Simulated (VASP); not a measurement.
A run of VASP 6.6.1 is set up as follows.

Contents of INCAR:

```
SYSTEM = MgO
PREC = Accurate
ENCUT = 600
EDIFF = 1E-8
ISMEAR = 0
SIGMA = 0.01
LREAL = .FALSE.
LASPH = .TRUE.
NELM = 100
ALGO = Normal
ISIF = 3
LWAVE = .FALSE.
LCHARG = .TRUE.
GGA = CA
IBRION = 6
NFREE = 2
POTIM = 0.015
NSW = 1
```

File KPOINTS:

```
Automatic mesh
0
G
  12 12 6
  0 0 0
```

File POSCAR:

```
MgO
1.0
    3.3465343572      0.0000000000      0.0000000000
   -1.6732671786      2.8981837680      0.0000000000
    0.0000000000      0.0000000000      4.0279805835
Mg O
2 2
Direct
    0.6666666667      0.3333333333      0.7500000000
    0.3333333333      0.6666666667      0.2500000000
    0.6666666667      0.3333333333      0.2500000000
    0.3333333333      0.6666666667      0.7500000000
```

Potentials or basis: VASP PAW LDA potentials, release 64 (Mg, O).

Command:

```sh
$ cat potpaw_LDA.64/Mg/POTCAR potpaw_LDA.64/O/POTCAR > POTCAR
$ mpirun -np 1 vasp_std > vasp.out
```

**Question.** What does it give for the Voigt bulk modulus?

**Answer.** 190 GPa.

**Question.** Estimate the highest phonon frequency at Γ, LO-TO splitting left out.

**Answer.** 633 cm⁻¹.

Clamped-ion elastic tensor (GPa):
```
361 114  87   0   0   0
114 361  87   0   0   0
 87  87 410   0   0   0
  0   0   0 130   0   0
  0   0   0   0 130   0
  0   0   0   0   0 124
```

Caveat: the cell is under stress, which shifts elastic constants.
